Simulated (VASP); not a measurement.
# CoO (Fm-3m) in VASP: further runs

CoO is run at these levels: PBE+D3(BJ), PBEsol, BLYP; tasks: relaxation of cell and atoms, single point.

Everything below comes from runs of VASP 6.6.1. Logs are shortened: lines on timing, memory, paths and dates and some standing lists are left out, and cuts for length are marked.

### 1 The cell of the first run

Symmetry: Fm-3m, No. 225, cubic system. Conventional cell: a = 4.263 Å, b = 4.263 Å, c = 4.263 Å, α = 90.00°, β = 90.00°, γ = 90.00°. Within 2.8 Å of Co (site symmetry m-3m) lie 6 O at 2.13 Å. O (site symmetry m-3m) has 6 Co at 2.13 Å within 2.8 Å.

### 2 Relaxation of cell and atoms, PBE+D3(BJ), collinear spin, ferromagnetic start

The input, INCAR:

```
PREC     = Accurate       # precision mode
ENCUT    = 600            # plane-wave cutoff, eV
EDIFF    = 1E-7           # SCF threshold, eV
ISMEAR   = -1             # smearing method
SIGMA    = 0.05           # smearing width, eV
LREAL    = F              # projectors in reciprocal space
LASPH    = T              # aspherical terms in the spheres
NELM     = 200            # most SCF steps
ALGO     = Normal         # electronic algorithm
ISIF     = 3              # what is computed and relaxed
LWAVE    = F              # write WAVECAR
LCHARG   = F              # write CHGCAR
ISPIN    = 2              # spin polarisation
MAGMOM   = 2 0            # initial moments
LORBIT   = 11             # projections on sites
LMAXMIX  = 4              # l up to which the mixer works
GGA      = PE             # functional
IVDW     = 12             # dispersion correction
IBRION   = 2              # ionic algorithm
NSW      = 80             # ionic steps
EDIFFG   = -0.02          # ionic threshold
GGA_COMPAT= F            
NELMIN   = 4
```

The input, KPOINTS:

```
regular mesh
0
Gamma
  11 11 11
```

The input, POSCAR:

```
CoO
1.0
    0.0000000000      2.1315000000      2.1315000000
    2.1315000000      0.0000000000      2.1315000000
    2.1315000000      2.1315000000      0.0000000000
Co O
1 1
Direct
    0.0000000000      0.0000000000      0.0000000000
    0.5000000000      0.5000000000      0.5000000000
```

Potentials or basis: VASP PAW PBE potentials, release 64 (Co, O).

On the command line:

```
$ cat potpaw_PBE.64/Co/POTCAR potpaw_PBE.64/O/POTCAR > POTCAR
$ mpirun -np 1 vasp_std > vasp.out
```

OUTCAR:

```text
PREC = Accurate
   ENCUT = 600
   EDIFF = 1E-7
   ISMEAR = -1
   LREAL = F
   LASPH = T
   NELM = 200
   ISIF = 3
   ISPIN = 2
   LORBIT = 11
   GGA = PE
   IVDW = 12
   IBRION = 2
   NSW = 80
   EDIFFG = -0.02
   NELMIN = 4
 IVDW          = 12

 ion  position               nearest neighbor table
   1  0.000  0.000  0.000-   2 2.13   2 2.13   2 2.13   2 2.13   2 2.13   2 2.13
   2  0.500  0.500  0.500-   1 2.13   1 2.13   1 2.13   1 2.13   1 2.13   1 2.13

  LATTYP: Found a face centered cubic cell.
 ALAT       =     4.2630000000

  Lattice vectors:

 A1 = (   0.0000000000,   2.1315000000,   2.1315000000)
 A2 = (   2.1315000000,   0.0000000000,   2.1315000000)
 A3 = (   2.1315000000,   2.1315000000,   0.0000000000)

Analysis of symmetry for initial positions (statically):
[... 25 lines left out ...]
The dynamic configuration has the point symmetry O_h .

Analysis of structural, dynamic, and magnetic symmetry:
=====================================================================
 Subroutine PRICEL returns:
[... 7 lines left out ...]
 out of a pool of 48 trial point group operations.

The overall configuration has the point symmetry O_h .

 Subroutine INISYM returns: Found 48 space group operations
[... 5 lines left out ...]
                                     Primitive cell

  volume of cell :      19.3681

  direct lattice vectors                    reciprocal lattice vectors
     0.000000000  2.131500000  2.131500000    -0.234576589  0.234576589  0.234576589
     2.131500000  0.000000000  2.131500000     0.234576589 -0.234576589  0.234576589
     2.131500000  2.131500000  0.000000000     0.234576589  0.234576589 -0.234576589

  length of vectors
     3.014396208  3.014396208  3.014396208     0.406298571  0.406298571  0.406298571

  position of ions in fractional coordinates (direct lattice)
     0.000000000  0.000000000  0.000000000
     0.500000000  0.500000000  0.500000000

  ion indices of the primitive-cell ions
   primitive index   ion index
                 1           1
                 2           2

----------------------------------------------------------------------------------------

 KPOINTS: regular mesh

Automatic generation of k-mesh.
 Grid dimensions read from file:
 generate k-points for:   11   11   11

 Generating k-lattice:

  Cartesian coordinates                     Fractional coordinates (reciprocal lattice)
    -0.021325144  0.021325144  0.021325144     0.090909091  0.000000000  0.000000000
     0.021325144 -0.021325144  0.021325144     0.000000000  0.090909091  0.000000000
     0.021325144  0.021325144 -0.021325144     0.000000000  0.000000000  0.090909091

  Length of vectors
     0.036936234  0.036936234  0.036936234

  Shift w.r.t. Gamma in fractional coordinates (k-lattice)
     0.000000000  0.000000000  0.000000000

 Subroutine IBZKPT returns following result:
 ===========================================

 Found     56 irreducible k-points:

 Following reciprocal coordinates:
            Coordinates               Weight
  0.000000  0.000000  0.000000      1.000000
  0.090909  0.000000  0.000000      8.000000
  0.181818  0.000000  0.000000      8.000000
  0.272727  0.000000  0.000000      8.000000
  0.363636  0.000000  0.000000      8.000000
  0.454545  0.000000  0.000000      8.000000
[... 16 lines left out ...]
 -0.272727  0.181818  0.000000     24.000000
 -0.181818  0.181818  0.000000     12.000000
 [... further k-points ...]
   k-points           NKPTS =     56   k-points in BZ     NKDIM =     56   number of bands    NBANDS=     12
   number of dos      NEDOS =    301   number of ions     NIONS =      2
   total plane-waves  NPLWV =  13824
   dimension x,y,z NGX =    24 NGY =   24 NGZ =   24
   dimension x,y,z NGXF=    48 NGYF=   48 NGZF=   48
   ions per type =               1   1
   NGX,Y,Z   is equivalent  to a cutoff of  13.24, 13.24, 13.24 a.u.
   NGXF,Y,Z  is equivalent  to a cutoff of  26.47, 26.47, 26.47 a.u.
 SYSTEM =  unknown system
   PREC   = accura    normal or accurate (medium, high low for compatibility)
   ISTART =      0    job   : 0-new  1-cont  2-samecut
   ICHARG =      2    charge: 1-file 2-atom 10-const
   ISPIN  =      2    spin polarized calculation?
   LNONCOLLINEAR =      F non collinear calculations
   LSORBIT =      F    spin-orbit coupling
   LASPH  =      T    aspherical Exc in radial PAW
   ENCUT  =  600.0 eV  44.10 Ry    6.64 a.u.   6.02  6.02  6.02*2*pi/ulx,y,z
   NELM   =    200;   NELMIN=  4; NELMDL= -5     # of ELM steps
   EDIFF  = 0.1E-06   stopping-criterion for ELM
   LREAL  =      F    real-space projection
   EDIFFG = -.2E-01   stopping-criterion for IOM
   NSW    =     80    number of steps for IOM
   IBRION =      2    ionic relax: 0-MD 1-quasi-New 2-CG
   NFREE  =      1    steps in history (QN), initial steepest desc. (CG)
   ISIF   =      3    stress and relaxation
   ISYM   =      2    0-nonsym 1-usesym 2-fastsym
   POTIM  = 0.5000    time-step for ionic-motion
   TEBEG  =    0.0;   TEEND  =   0.0 temperature during run
   PSTRESS=    0.0 pullay stress
   NELECT =      15.0000    total number of electrons
   NUPDOWN=      -1.0000    fix difference up-down
   EMIN   =  10.00;   EMAX   =-10.00  energy-range for DOS
   EFERMI =   0.00;   METHOD = LEGACY
   ISMEAR =    -1;   SIGMA  =   0.05  broadening in eV -4-tet -1-fermi 0-gaus
   EFERMI_NEDOS =   21; number of points for ismear=-14 and -15
   IALGO  =     38    algorithm
   IMIX   =      4    mixing-type and parameters
     AMIX     =   0.40;   BMIX     =  1.00
     AMIX_MAG =   1.60;   BMIX_MAG =  1.00
  volume/ion in A,a.u.               =       9.68        65.35
  Fermi-wavevector in a.u.,A,eV,Ry     =   1.503407  2.841027 30.752334  2.260233
  Thomas-Fermi vector in A             =   2.614521
   LORBIT       =     11    0 simple, 1 ext, 2 COOP (PROOUT), +10 PAW based schemes
   GGA     = PE    functional components
   LHFCALC =     F    Hartree Fock is set to
   AEXX    =    0.0000 exact exchange contribution
   IVDW    =    12    specifies the selected vdW correction
   LEPSILON=     F    determine dielectric tensor
   LRPA    =     F    only Hartree local field effects (RPA)
 conjugate gradient relaxation of ions
 spin polarized calculation
  energy-cutoff  :      600.00
  volume of cell :       19.37
 maximum number of plane-waves:       660
   NGX = 13   NGY = 13   NGZ = 13

--------------------------------------- Ionic step        1  -------------------------------------------

 number of electron      15.0000007 magnetization       2.8996801

 Free energy of the ion-electron system (eV)
  ---------------------------------------------------
  ext. energy  EPLUGINS =         0.00000000
  ---------------------------------------------------
  free energy    TOTEN  =       -13.06429232 eV

  energy without entropy =      -13.02957914  energy(sigma->0) =      -13.04693573

------------------------ aborting loop because EDIFF is reached ----------------------------------------

 Edisp (eV)   -0.51531

 E8    (eV) :    -0.1985

  FORCE on cell =-STRESS in cart. coord.  units (eV):
  Direction    XX          YY          ZZ          XY          YZ          ZX
  --------------------------------------------------------------------------------------
  -------------------------------------------------------------------------------------
  Total      -0.82506    -0.82506    -0.82506    -0.00000    -0.00000     0.00000
  in kB     -68.25088   -68.25088   -68.25088    -0.00000    -0.00000     0.00000
  external pressure =      -68.25 kB  Pullay stress =        0.00 kB

 VOLUME and BASIS-vectors are now :
 -----------------------------------------------------------------------------
  energy-cutoff  :      600.00
  volume of cell :       19.37
      direct lattice vectors                 reciprocal lattice vectors
     0.000000000  2.131500000  2.131500000    -0.234576589  0.234576589  0.234576589
     2.131500000  0.000000000  2.131500000     0.234576589 -0.234576589  0.234576589
     2.131500000  2.131500000  0.000000000     0.234576589  0.234576589 -0.234576589
[... 41 lines left out ...]
 POSITION                                       TOTAL-FORCE (eV/Angst)
 -----------------------------------------------------------------------------------
      0.00000      2.08908      2.08908        -0.000000     -0.000000     -0.000000
      2.08908      2.08908      2.08908         0.000000      0.000000      0.000000
 -----------------------------------------------------------------------------------
    total drift:                               -0.000000     -0.000000      0.000000

  FREE ENERGIE OF THE ION-ELECTRON SYSTEM (eV)
  ---------------------------------------------------
  free  energy   TOTEN  =       -13.5167406075 eV

  energy  without entropy=      -13.4812387572  energy(sigma->0) =      -13.49898968

--------------------------------------- Ionic step        3  -------------------------------------------

 number of electron      14.9999999 magnetization       2.8057432

 Free energy of the ion-electron system (eV)
  ---------------------------------------------------
  ext. energy  EPLUGINS =         0.00000000
  ---------------------------------------------------
  free energy    TOTEN  =       -13.06115703 eV

  energy without entropy =      -13.02691176  energy(sigma->0) =      -13.04403439

 E-fermi :   8.4393     XC(G=0): -12.6241

 val. band max:        8.4346852245   @ k =  -0.2727   0.1818   0.0000
 cond. band min:       8.4476271284   @ k =   0.4545   0.2727   0.0909
 fundamental gap:      0.0129419039
 Fermi energy:         8.4393225451

 spin component 1

 k-point     1 :       0.0000    0.0000    0.0000
  band No.  band energies     occupation
      1     -12.1003      1.00000
      2       5.1582      1.00000
      3       5.1582      1.00000
      4       5.1582      1.00000
      5       5.1966      1.00000
      6       5.1966      1.00000
      7       5.3675      1.00000
      8       5.3675      1.00000
      9       5.3675      1.00000
     10       9.6469      0.00000
     11      25.4183      0.00000
     12      26.8847      0.00000

 k-point     2 :       0.0909    0.0000    0.0000
  band No.  band energies     occupation
      1     -12.0093      1.00000
      2       4.2965      1.00000
      3       4.3146      1.00000
      4       4.3146      1.00000
      5       5.4065      1.00000
      6       5.4065      1.00000
      7       5.6999      1.00000
      8       6.0972      1.00000
      9       6.0972      1.00000
     10      10.2216      0.00000
     11      23.8446      0.00000
     12      26.6071      0.00000
[... 316 lines left out ...]
 k-point    24 :      -0.1818    0.1818    0.0000
  band No.  band energies     occupation
      1     -11.3060      1.00000
      2       1.5675      1.00000
      3       2.6697      1.00000
      4       3.2787      1.00000
      5       5.7222      1.00000
      6       5.7627      1.00000
      7       6.5185      1.00000
      8       6.5371      1.00000
      9       8.2525      0.97670
     10      13.3229      0.00000
     11      20.1887      0.00000
     12      21.3917      0.00000

 [... further k-points ...]

 spin component 2

 k-point     1 :       0.0000    0.0000    0.0000
  band No.  band energies     occupation
      1     -11.6349      1.00000
      2       5.6794      1.00000
      3       5.6794      1.00000
      4       5.6794      1.00000
      5       7.2595      1.00000
      6       7.2595      1.00000
      7       7.2595      1.00000
      8       8.4501      0.44620
      9       8.4503      0.44556
     10      10.1656      0.00000
     11      25.3337      0.00000
     12      27.3712      0.00000

 k-point     2 :       0.0909    0.0000    0.0000
  band No.  band energies     occupation
      1     -11.5418      1.00000
      2       4.9596      1.00000
      3       5.3726      1.00000
      4       5.3726      1.00000
      5       7.3697      1.00000
      6       7.3697      1.00000
      7       7.4319      1.00000
      8       8.7645      0.00150
      9       8.7646      0.00149
     10      10.7499      0.00000
     11      24.0794      0.00000
     12      27.1246      0.00000
[... 356 lines left out ...]
 POSITION                                       TOTAL-FORCE (eV/Angst)
 -----------------------------------------------------------------------------------
      0.00000      0.00000      0.00000        -0.000000      0.000000     -0.000000
      2.10349      2.10349      2.10349         0.000000     -0.000000      0.000000
 -----------------------------------------------------------------------------------
    total drift:                                0.000000     -0.000000     -0.000000

  FREE ENERGIE OF THE ION-ELECTRON SYSTEM (eV)
  ---------------------------------------------------
  free  energy   TOTEN  =       -13.5213131712 eV

  energy  without entropy=      -13.4870679001  energy(sigma->0) =      -13.50419054

 reached required accuracy - stopping structural energy minimisation

 total charge

# of ion       s       p       d       tot
------------------------------------------
    1        0.304   0.381   7.177   7.861
    2        1.553   3.441   0.000   4.994
--------------------------------------------------
tot          1.857   3.822   7.177  12.856

 magnetization (x)

# of ion       s       p       d       tot
------------------------------------------
    1        0.021   0.019   2.445   2.485
    2        0.029   0.245   0.000   0.274
--------------------------------------------------
tot          0.050   0.263   2.445   2.759
```

Run time: 51 s. Hardware: 1 thread of AMD EPYC 9R45 (Zen 5), shared host; peak memory 0.15 GiB.

Results:

* Free energy: -13.5213 eV
* Relaxed volume: 9.31 Å³/atom
* Relaxed cell: a = 2.975 Å, b = 2.975 Å, c = 2.975 Å, α = 60.00°, β = 60.00°, γ = 60.00°
* Space group after relaxing (to 0.05 Å): Fm-3m (No. 225)
* Energy gained by relaxing: -29.1 meV/atom
* Ionic steps: 3
* Pressure after relaxing: 0.1 GPa
* Net moment: 2.81 μB per cell
* Site moments: Co +2.48; O +0.27 μB
* Valence electrons inside the program's atomic spheres: Co 7.86; O 4.99
* Dispersion energy per atom: -0.230 eV

Step by step:
| step | energy change (eV) | largest force (eV/Å) | pressure (GPa) | volume (Å³) |
| --- | --- | --- | --- | --- |
| 1 | 0.0000 | 0.0000 | -6.83 | 19.37 |
| 2 | 0.0629 | 0.0000 | 3.73 | 18.23 |
| 3 | 0.0583 | 0.0000 | 0.13 | 18.61 |

Final structure:
```cif
data_structure
_symmetry_space_group_name_H-M 'P 1'
_symmetry_Int_Tables_number 1
_cell_length_a 2.9748
_cell_length_b 2.9748
_cell_length_c 2.9748
_cell_angle_alpha 60.000
_cell_angle_beta 60.000
_cell_angle_gamma 60.000
_cell_volume 18.61
loop_
_atom_site_label
_atom_site_type_symbol
_atom_site_fract_x
_atom_site_fract_y
_atom_site_fract_z
_atom_site_occupancy
Co1 Co 0.00000 0.00000 0.00000 1
O1 O 0.50000 0.50000 0.50000 1
```

Caveat: a cell with one magnetic atom can't hold antiferromagnetic order, which such compounds often take; semilocal functionals often make such compounds metallic where correlation or magnetic order opens a gap, which also shifts bond lengths; pairwise dispersion overbinds metals, which lowers pressure and volume. With open d or f shells a metallic result of PBE can be an artefact of self-interaction; +U or a hybrid may open a gap.

(Part 1 of 2 ends here.)
